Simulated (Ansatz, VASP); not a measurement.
# MgS: VASP beside Ansatz

```xyz
2
Lattice="0.0000 2.6015 2.6015 2.6015 0.0000 2.6015 2.6015 2.6015 0.0000" Properties=species:S:1:pos:R:3 pbc="T T T"
Mg    0.0000    0.0000    0.0000
S     2.6015    2.6015    2.6015
```

Alike in both runs: task single point; functional PBE0; k mesh 6 × 6 × 6; no spin polarisation.

```csv
,VASP,Ansatz
version,VASP 6.6.1,Ansatz 0.2.0
potentials or method,"VASP PAW PBE potentials, release 64 (Mg, S)","plane waves, PAW"
plane-wave cutoff (eV),520,420
occupations,"gaussian, width 0.01 eV",fixed
valence electrons in the cell,8,16
```

|  | VASP | Ansatz | Ansatz less VASP |
| --- | --- | --- | --- |
| gap on the k mesh at the Fermi level (eV) | 4.49 | 4.53 | +0.038 |
| pressure (GPa) | -0.7 | -0.4 | +0.37 |

VASP's potentials hold 8 valence electrons a cell and Ansatz's 16, so a difference there can come from the potentials and not from the codes. Ansatz's warnings: stress exchange threshold loose, stress scf threshold loose.
